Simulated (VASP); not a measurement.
Wanted: the native input for a VASP 6.6.1 run.

- Task: single point
- Functional: PBE
- Potentials or basis: VASP PAW PBE potentials, release 64 (B_h, Bi_d, O_h)
- Cutoff: 910 eV
- k mesh: 4 × 4 × 4
- Occupations: gaussian, width 0.1 eV
- Spin: no spin polarisation
- Dipole correction: no
- Further INCAR settings: ALGO = Normal; EDIFF = 1e-06; NBANDS = 33

The structure of BiBO lies in POSCAR:

```
BiBO
1.0
    3.9973143461      0.0000000000      0.0000000000
    0.0000000000      5.4387723840      0.0000000000
    0.0000000000      0.0000000000      5.0068973758
B Bi O
2 2 2
Direct
    0.0000000000      0.0000000000      0.7176999371
    0.5000000000      0.5000000000      0.2823000629
    0.0000000000      0.5000000000      0.9415254191
    0.5000000000      0.0000000000      0.0584745809
    0.0000000000      0.0000000000      0.4652544384
    0.5000000000      0.5000000000      0.5347455616
```

The cell was built from a structure type or drawn by symmetry, and may not be a known phase.

These files were run (other wordings do the same):

INCAR

```
SYSTEM = BiBO
PREC     = Accurate       ! precision mode
ENCUT    = 910            ! plane-wave cutoff, eV
EDIFF    = 1E-6           ! SCF threshold, eV
ISMEAR   = 0              ! smearing method
SIGMA    = 0.1            ! smearing width, eV
LREAL    = .False.        ! projectors in reciprocal space
LASPH    = .True.         ! aspherical terms in the spheres
NELM     = 120            ! most SCF steps
ALGO     = Normal         ! electronic algorithm
ISIF     = 2              ! what is computed and relaxed
LWAVE    = .False.        ! write WAVECAR
LCHARG   = .False.        ! write CHGCAR
GGA      = PE             ! functional
NBANDS   = 33             ! bands
GGA_COMPAT= .False.
```

KPOINTS

```
regular mesh
0
Gamma
  4 4 4
  0 0 0
```

Potentials or basis: VASP PAW PBE potentials, release 64 (B_h, Bi_d, O_h).

The run is started by

```bash
$ cat potpaw_PBE.64/B_h/POTCAR potpaw_PBE.64/Bi_d/POTCAR potpaw_PBE.64/O_h/POTCAR > POTCAR
$ mpirun -np 1 vasp_std > vasp.out
```

It gave:

```
Pressure               : -0.1 GPa
Largest force          : 0.069 eV/Å
Band gap on the k mesh : zero (bands 24 and 25 overlap by 1.73 eV)
```

Caveat: the k points lie up to 0.39 Å⁻¹ apart, too coarse for converged energies and pressures of a metal; the cutoff is under 1.25 times the usual one of these potentials, so pressure, stress and relaxed cells hold a basis-set (Pulay) error; spin-orbit coupling is left out, which moves the levels of the heavy elements.

Wall time 91 s on 1 thread of Intel(R) Xeon(R) 6975P-C (Granite Rapids), with other jobs on the host, peak memory 0.41 GiB.
